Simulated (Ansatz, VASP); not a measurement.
# SnO: VASP beside Ansatz

```
Sn O
1.0
     3.79548    0.00000    0.00000
     0.00000    3.79548    0.00000
     0.00000    0.00000    4.78813
Sn O
2 2
Direct
  0.50000 0.00000 0.23924
  0.00000 0.50000 0.76076
  0.00000 0.00000 0.00000
  0.50000 0.50000 0.00000
```

Alike in both runs: functional r2SCAN; dispersion D3(BJ); k mesh 10 × 10 × 8; occupations gaussian, width 0.01 eV; no spin polarisation.

Ansatz relaxed the structure, and its values are those at the end. VASP's run is a single point on that final structure, the one shown.

|  | VASP | Ansatz |
| --- | --- | --- |
| version | VASP 6.6.1 | Ansatz 0.2.0 |
| potentials or method | VASP PAW PBE potentials, release 64 (Sn_d, O), cutoff 520 eV | scalar-relativistic, plane waves, PAW |
| valence electrons in the cell | 40 | 40 |

Ansatz gave:

| Item | Value |
| --- | --- |
| gap on the k mesh at the Fermi level (eV) | 0.09 |
| least direct gap on the mesh (eV) | 2.26 |
| pressure (GPa) | 0.0 |
| rms of the force components (eV/Å) | 0.000 |

**Question.** What did VASP give for the same quantities?

**Answer.** gap on the k mesh at the Fermi level (eV): 0.10; least direct gap on the mesh (eV): 2.25; pressure (GPa): 0.6; rms of the force components (eV/Å): 0.061.

VASP's potentials were made for PBE, not for r2SCAN. Ansatz's warnings: dispersion damping borrowed.
